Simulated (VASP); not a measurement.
# AlGaN2 (P-4m2) in VASP: further runs, part 2 of 2

VASP 6.6.1. Earlier steps stand in the parts before.

### Step 5. Single point, r2SCAN (strain +0.015 along x and y, +0.030 along z)

File POSCAR:

```
AlGaN2
1.0
    3.1879902044      0.0000000000      0.0000000000
    0.0000000000      3.1879902044      0.0000000000
    0.0000000000      0.0000000000      4.5565530782
Al Ga N
1 1 2
Direct
    0.5000000000      0.5000000000      0.5000000000
    0.0000000000      0.0000000000      0.0000000000
    0.5000000000      0.0000000000      0.7382648100
    0.0000000000      0.5000000000      0.2617351900
```

File INCAR.step1:

```
PREC = Accurate
ENCUT = 520
ISMEAR = 0
SIGMA = 0.05
LREAL = F
LASPH = T
NELM = 60
NBANDS = 21
GGA = PE
ALGO = Normal
EDIFF = 1E-4
LWAVE = T
LCHARG = F
```

File INCAR.step2:

```
PREC = Accurate
ENCUT = 520
EDIFF = 1E-6
ISMEAR = 0
SIGMA = 0.05
LREAL = F
LASPH = T
NELM = 60
ALGO = Normal
ISIF = 2
LWAVE = F
LCHARG = F
METAGGA = R2SCAN
LMIXTAU = T
NBANDS = 21
ISTART = 1
```

File KPOINTS:

```
Automatic mesh
0
Gamma
  8 8 6
```

Potentials or basis: VASP PAW PBE potentials, release 64 (Al, Ga_d, N).

Started as:

```bash
$ cat potpaw_PBE.64/Al/POTCAR potpaw_PBE.64/Ga_d/POTCAR potpaw_PBE.64/N/POTCAR > POTCAR
$ cp INCAR.step1 INCAR
$ mpirun -np 1 vasp_std > vasp.out
$ cp INCAR.step2 INCAR
$ mpirun -np 1 vasp_std > vasp.out
```

OUTCAR:

```text
PREC = Accurate
   ENCUT = 520
   EDIFF = 1E-6
   ISMEAR = 0
   LREAL = F
   LASPH = T
   NELM = 60
   ISIF = 2
   METAGGA = R2SCAN
   ISTART = 1

 ion  position               nearest neighbor table
   1  0.500  0.500  0.500-   3 1.93   4 1.93   3 1.93   4 1.93
   2  0.000  0.000  0.000-   3 1.99   4 1.99   4 1.99   3 1.99
   3  0.500  0.000  0.738-   1 1.93   1 1.93   2 1.99   2 1.99
   4  0.000  0.500  0.262-   1 1.93   1 1.93   2 1.99   2 1.99

  LATTYP: Found a simple tetragonal cell.
[... 768 lines left out ...]
     20      17.3767      0.00000
     21      17.4749      0.00000

 [... further k-points ...]
[... 5 lines left out ...]
  --------------------------------------------------------------------------------------
  -------------------------------------------------------------------------------------
  Total       -2.9241796     -2.9241796     -3.4712846      0.0000000      0.0000000      0.0000000
  in kB     -101.1682501   -101.1682501   -120.0965186      0.0000000      0.0000000      0.0000000
  external PRESSURE =    -107.4776730 kB  Pullay stress =       0.0000000 kB

 VOLUME and BASIS-vectors are now :
 -----------------------------------------------------------------------------
  energy-cutoff  :      520.00
  volume of cell :       46.31
      direct lattice vectors                 reciprocal lattice vectors
     3.187990204  0.000000000  0.000000000     0.313677250  0.000000000  0.000000000
     0.000000000  3.187990204  0.000000000     0.000000000  0.313677250  0.000000000
     0.000000000  0.000000000  4.556553078     0.000000000  0.000000000  0.219464139

 POSITION                                       TOTAL-FORCE (eV/Angst)
 -----------------------------------------------------------------------------------
      1.59400      1.59400      2.27828        -0.000000      0.000000      0.000000
      0.00000      0.00000      0.00000        -0.000000     -0.000000      0.000000
      1.59400      0.00000      3.36394         0.000000     -0.000000      0.024995
      0.00000      1.59400      1.19261        -0.000000     -0.000000     -0.024995
 -----------------------------------------------------------------------------------
    total drift:                                0.000000      0.000000      0.000000

  FREE ENERGIE OF THE ION-ELECTRON SYSTEM (eV)
  ---------------------------------------------------
  free  energy   TOTEN  =       -40.9798669204 eV

  energy  without entropy=      -40.9798669204  energy(sigma->0) =      -40.97986692
```

It took 59 s on 1 thread of Intel Xeon 6975P-C (Granite Rapids), shared host; peak memory 0.2 GiB.

Results:

```
Free energy            : -40.9799 eV
Pressure               : -10.7 GPa
Largest force          : 0.025 eV/Å
Band gap on the k mesh : 2.89 eV, direct
```

Forces on the atoms (eV/Å):
```
Al   0.000  0.000  0.000
Ga   0.000  0.000  0.000
N    0.000  0.000  0.025
N    0.000  0.000 -0.025
```

Stress tensor (GPa, compression positive):
```
-10.12   0.00   0.00
  0.00 -10.12   0.00
  0.00   0.00 -12.01
```

Levels at points of the mesh, in eV from the valence-band top:
| k point | band 9 | band 10 | band 11 | band 12 | band 13 | band 14 | band 15 | band 16 | band 17 | band 18 |
| --- | --- | --- | --- | --- | --- | --- | --- | --- | --- | --- |
| (0.00, 0.00, 0.00) | -2.20 | -2.20 | -0.26 | 0.00 | 0.00 | 2.89 | 4.06 | 8.13 | 11.55 | 11.55 |
| (0.50, 0.00, 0.00) | -4.41 | -2.87 | -2.85 | -0.96 | -0.58 | 7.20 | 7.56 | 8.57 | 8.77 | 10.49 |
| (0.50, 0.50, 0.00) | -4.84 | -2.28 | -2.23 | -2.23 | -2.21 | 3.76 | 3.76 | 6.49 | 9.16 | 13.09 |
| (0.00, 0.00, 0.50) | -2.61 | -1.49 | -1.49 | -0.92 | -0.92 | 5.51 | 5.60 | 8.17 | 9.73 | 11.64 |
| (0.50, 0.00, 0.50) | -5.97 | -0.95 | -0.91 | -0.67 | -0.48 | 5.28 | 6.80 | 9.65 | 9.88 | 10.68 |
| (0.50, 0.50, 0.50) | -4.29 | -3.76 | -3.17 | -3.04 | -3.04 | 6.53 | 6.53 | 8.84 | 11.10 | 11.10 |

Caveat: the cell differs from its parent crystal (strain +0.015 along x and y, +0.030 along z); the PAW data sets were made with another functional, which shifts forces and pressure a little.

### Step 6. Single point, r2SCAN (strain +0.030 along x and y, +0.015 along z)

File POSCAR:

```
AlGaN2
1.0
    3.2351033602      0.0000000000      0.0000000000
    0.0000000000      3.2351033602      0.0000000000
    0.0000000000      0.0000000000      4.4901955091
Al Ga N
1 1 2
Direct
    0.5000000000      0.5000000000      0.5000000000
    0.0000000000      0.0000000000      0.0000000000
    0.5000000000      0.0000000000      0.7382648100
    0.0000000000      0.5000000000      0.2617351900
```

File INCAR.step1:

```
SYSTEM = AlGaN2
PREC     = Accurate       ! precision mode
ENCUT    = 520            ! plane-wave cutoff, eV
ISMEAR   = 0              ! smearing method
SIGMA    = 0.05           ! smearing width, eV
LREAL    = .False.        ! projectors in reciprocal space
LASPH    = .True.         ! aspherical terms in the spheres
NELM     = 100            ! most SCF steps
NBANDS   = 21             ! bands
GGA      = PE             ! functional
ALGO     = Normal         ! electronic algorithm
EDIFF    = 1E-4           ! SCF threshold, eV
LWAVE    = .True.         ! write WAVECAR
LCHARG   = .False.        ! write CHGCAR
```

File INCAR.step2:

```
SYSTEM = AlGaN2
PREC     = Accurate       ! precision mode
ENCUT    = 520            ! plane-wave cutoff, eV
EDIFF    = 1E-6           ! SCF threshold, eV
ISMEAR   = 0              ! smearing method
SIGMA    = 0.05           ! smearing width, eV
LREAL    = .False.        ! projectors in reciprocal space
LASPH    = .True.         ! aspherical terms in the spheres
NELM     = 100            ! most SCF steps
ALGO     = Normal         ! electronic algorithm
ISIF     = 2              ! what is computed and relaxed
LWAVE    = .False.        ! write WAVECAR
LCHARG   = .False.        ! write CHGCAR
METAGGA  = R2SCAN         ! meta-GGA
LMIXTAU  = .True.       
NBANDS   = 21             ! bands
ISTART   = 1
```

File KPOINTS:

```
Automatic mesh
0
Gamma
  8 8 6
  0 0 0
```

Potentials or basis: VASP PAW PBE potentials, release 64 (Al, Ga_d, N).

Started as:

```bash
$ cat potpaw_PBE.64/Al/POTCAR potpaw_PBE.64/Ga_d/POTCAR potpaw_PBE.64/N/POTCAR > POTCAR
$ cp INCAR.step1 INCAR
$ mpirun -np 1 vasp_std > vasp.out
$ cp INCAR.step2 INCAR
$ mpirun -np 1 vasp_std > vasp.out
```

OUTCAR:

```text
SYSTEM = AlGaN2
   PREC = Accurate
   ENCUT = 520
   EDIFF = 1E-6
   ISMEAR = 0
   LREAL = .False.
   LASPH = .True.
   NELM = 100
   ISIF = 2
   METAGGA = R2SCAN
   ISTART = 1

 ion  position               nearest neighbor table
   1  0.500  0.500  0.500-   3 1.94   4 1.94   3 1.94   4 1.94
   2  0.000  0.000  0.000-   3 2.00   4 2.00   4 2.00   3 2.00
   3  0.500  0.000  0.738-   1 1.94   1 1.94   2 2.00   2 2.00
   4  0.000  0.500  0.262-   1 1.94   1 1.94   2 2.00   2 2.00

  LATTYP: Found a simple tetragonal cell.
 ALAT       =     3.2351033602
 C/A-ratio  =     1.3879604480

  Lattice vectors:

 A1 = (   3.2351033602,   0.0000000000,   0.0000000000)
 A2 = (   0.0000000000,   3.2351033602,   0.0000000000)
 A3 = (   0.0000000000,   0.0000000000,   4.4901955091)

Analysis of symmetry for initial positions (statically):
=====================================================================
 Subroutine PRICEL returns:
 Original cell was already a primitive cell.

[... 166 lines left out ...]
  ---------------------------------------------------
  ext. energy  EPLUGINS =         0.00000000
  ---------------------------------------------------
  free energy    TOTEN  =       -40.92844060 eV

  energy without entropy =      -40.92844060  energy(sigma->0) =      -40.92844060

 E-fermi :   4.8988     XC(G=0): -11.6855

 val. band max:        4.6366380402   @ k =   0.0000   0.0000   0.0000
 cond. band min:       7.4541194914   @ k =   0.0000   0.0000   0.0000
 fundamental gap:      2.8174814512
 Fermi energy:         4.8988495642

 k-point     1 :       0.0000    0.0000    0.0000
  band No.  band energies     occupation
      1     -11.1083      2.00000
      2      -9.8123      2.00000
      3      -8.7184      2.00000
      4      -8.7184      2.00000
      5      -8.6550      2.00000
      6      -8.5359      2.00000
[... 565 lines left out ...]
     20      17.0846      0.00000
     21      17.1275      0.00000

 [... further k-points ...]
[... 5 lines left out ...]
  --------------------------------------------------------------------------------------
  -------------------------------------------------------------------------------------
  Total       -4.0245870     -4.0245870     -3.3939904      0.0000000      0.0000000     -0.0000000
  in kB     -137.2114409   -137.2114409   -115.7123265      0.0000000      0.0000000     -0.0000000
  external PRESSURE =    -130.0450695 kB  Pullay stress =       0.0000000 kB

 VOLUME and BASIS-vectors are now :
 -----------------------------------------------------------------------------
  energy-cutoff  :      520.00
  volume of cell :       46.99
      direct lattice vectors                 reciprocal lattice vectors
     3.235103360  0.000000000  0.000000000     0.309109135  0.000000000  0.000000000
     0.000000000  3.235103360  0.000000000     0.000000000  0.309109135  0.000000000
     0.000000000  0.000000000  4.490195509     0.000000000  0.000000000  0.222707452

 POSITION                                       TOTAL-FORCE (eV/Angst)
 -----------------------------------------------------------------------------------
      1.61755      1.61755      2.24510        -0.000000      0.000000      0.000000
      0.00000      0.00000      0.00000        -0.000000     -0.000000      0.000000
      1.61755      0.00000      3.31495         0.000000     -0.000000     -0.017305
      0.00000      1.61755      1.17524        -0.000000     -0.000000      0.017305
 -----------------------------------------------------------------------------------
    total drift:                               -0.000000      0.000000     -0.000000

  FREE ENERGIE OF THE ION-ELECTRON SYSTEM (eV)
  ---------------------------------------------------
  free  energy   TOTEN  =       -40.9284406014 eV

  energy  without entropy=      -40.9284406014  energy(sigma->0) =      -40.92844060
```

OUTCAR.step1:

```text
SYSTEM = AlGaN2
   PREC = Accurate
   ENCUT = 520
   ISMEAR = 0
   LREAL = .False.
   LASPH = .True.
[... 805 lines left out ...]
      0.00000      0.00000      0.00000        -0.000000      0.000000     -0.000000
      1.61755      0.00000      3.31495         0.000000      0.000000     -0.060386
      0.00000      1.61755      1.17524        -0.000000      0.000000      0.060386
 -----------------------------------------------------------------------------------
    total drift:                                0.000000      0.000000      0.000000

  FREE ENERGIE OF THE ION-ELECTRON SYSTEM (eV)
  ---------------------------------------------------
  free  energy   TOTEN  =       -26.9327618453 eV

  energy  without entropy=      -26.9327618453  energy(sigma->0) =      -26.93276185
```

OSZICAR.step1:

```text
N       E                     dE             d eps       ncg     rms          rms(c)
DAV:   1     0.174836517932E+03    0.17484E+03   -0.12864E+04  2756   0.178E+03
DAV:   2    -0.924806114420E+01   -0.18408E+03   -0.17182E+03  2765   0.404E+02
DAV:   3    -0.305414231817E+02   -0.21293E+02   -0.21020E+02  2963   0.109E+02
DAV:   4    -0.311708719368E+02   -0.62945E+00   -0.62837E+00  3037   0.202E+01
DAV:   5    -0.311841348169E+02   -0.13263E-01   -0.13262E-01  2931   0.279E+00    0.112E+01
DAV:   6    -0.268969760286E+02    0.42872E+01   -0.14401E+01  3945   0.466E+01    0.379E+00
DAV:   7    -0.269497855153E+02   -0.52809E-01   -0.98777E-01  2590   0.880E+00    0.272E+00
DAV:   8    -0.269518732714E+02   -0.20878E-02   -0.20622E-01  3203   0.473E+00    0.131E+00
DAV:   9    -0.269326470588E+02    0.19226E-01   -0.48465E-02  3538   0.325E+00    0.510E-01
DAV:  10    -0.269325609369E+02    0.86122E-04   -0.74479E-03  2924   0.582E-01    0.117E-01
DAV:  11    -0.269327499572E+02   -0.18902E-03   -0.54555E-04  3347   0.303E-01    0.300E-02
DAV:  12    -0.269327618453E+02   -0.11888E-04   -0.56594E-05  1460   0.864E-02
   1 F= -.26932762E+02 E0= -.26932762E+02  d E =-.923426E-18
```

It took 57 s on 1 thread of Intel Xeon 6975P-C (Granite Rapids), shared host; peak memory 0.2 GiB.

Results:

```
Free energy            : -40.9284 eV
Pressure               : -13.0 GPa
Largest force          : 0.017 eV/Å
Band gap on the k mesh : 2.82 eV, direct
```

Forces on the atoms (eV/Å):
```
Al   0.000  0.000  0.000
Ga   0.000  0.000  0.000
N    0.000  0.000 -0.017
N    0.000  0.000  0.017
```

Caveat: the cell differs from its parent crystal (strain +0.030 along x and y, +0.015 along z); the PAW data sets were made with another functional, which shifts forces and pressure a little.

### Step 7. Overview

```tsv
cell	gap on the mesh (eV)	pressure (GPa)	largest force (eV/Å)
a = 3.235, b = 3.235, c = 4.357 Å, 4 atoms	3.07	-8.4	0.06
a = 3.188, b = 3.188, c = 4.490 Å, 4 atoms	3.02	-8.4	-
a = 3.235, b = 3.235, c = 4.424 Å, 4 atoms	2.94	-10.8	0.04
a = 3.188, b = 3.188, c = 4.557 Å, 4 atoms	2.89	-10.7	0.02
a = 3.235, b = 3.235, c = 4.490 Å, 4 atoms	2.82	-13.0	0.02
```

Alike in all rows: task single point; level r2SCAN; potentials or basis VASP PAW PBE potentials, release 64 (Al, Ga_d, N); no spin polarisation; k mesh 8 × 8 × 6; cutoff (eV) 520; smearing gaussian 0.05 eV.

Caveats: the PAW data sets were made with another functional, which shifts forces and pressure a little.

Total energies depend on the potentials used, so only differences within one code and one set of settings carry meaning.
